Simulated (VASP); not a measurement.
Write the native input for VASP 6.6.1 that does the following.

```yaml
Task: relaxation of cell and atoms
Functional: LDA
Potentials_or_basis: VASP PAW LDA potentials, release 64 (Ti_sv, H)
Cutoff: 600 eV
k_mesh: 7 × 7 × 4
Occupations: methfessel-paxton, width 0.05 eV
Spin: no spin polarisation
Target_pressure: 60 GPa
Dipole_correction: no
Further_INCAR_settings: ALGO = Normal; EDIFF = 1e-07; IBRION = 2; EDIFFG = -0.02; NSW = 60; ISIF = 3
```

The structure of TiH lies in POSCAR:

```
TiH
1.0
    2.8775820000      0.0000000000      0.0000000000
   -1.4387910000      2.4920590000      0.0000000000
    0.0000000000      0.0000000000      5.2632940000
Ti H
2 2
Direct
    0.0000000000      0.0000000000      0.0000000000
    0.0000000000      0.0000000000      0.5000000000
    0.6666666667      0.3333333333      0.7500000000
    0.3333333333      0.6666666667      0.2500000000
```

These files were run (other wordings do the same):

INCAR

```
ALGO = Normal
EDIFF = 1E-7
EDIFFG = -0.02
ENCUT = 600
IBRION = 2
ISIF = 3
ISMEAR = 1
LASPH = True
LCHARG = False
LREAL = False
LWAVE = False
NELM = 80
NSW = 60
PREC = Accurate
PSTRESS = 600.0
SIGMA = 0.05
```

KPOINTS

```
k-points
0
Gamma
  7 7 4
```

Potentials or basis: VASP PAW LDA potentials, release 64 (Ti_sv, H).

Command:

```console
$ cat potpaw_LDA.64/Ti_sv/POTCAR potpaw_LDA.64/H/POTCAR > POTCAR
$ mpirun -np 1 vasp_std > vasp.out
```

It gave:

```yaml
Relaxed_volume: 6.75 Å³/atom
Relaxed_cell: a = 2.573 Å, b = 2.573 Å, c = 4.709 Å, α = 90.00°, β = 90.00°, γ = 120.00°
Space_group_after_relaxing_to_0.05_Å: P6_3/mmc (No. 194)
Energy_change_on_relaxing_the_enthalpy_is_what_falls: +279.2 meV/atom
Ionic_steps: 8
Pressure_after_relaxing: 60.1 GPa
Band_gap_on_the_k_mesh: zero (band 13 reaches 13.53 eV, above the bottom of band 14 at 11.61 eV)
```

Caveat: the k points lie up to 0.40 Å⁻¹ apart in the final cell; the cell is relaxed towards a set pressure, so the enthalpy falls and the energy may rise; the volume moved by over 15 % at a fixed basis, so the end points are rough.

Run time: 47 s on 1 thread of Intel(R) Xeon(R) 6975P-C (Granite Rapids) (shared host), peak memory 0.16 GiB.
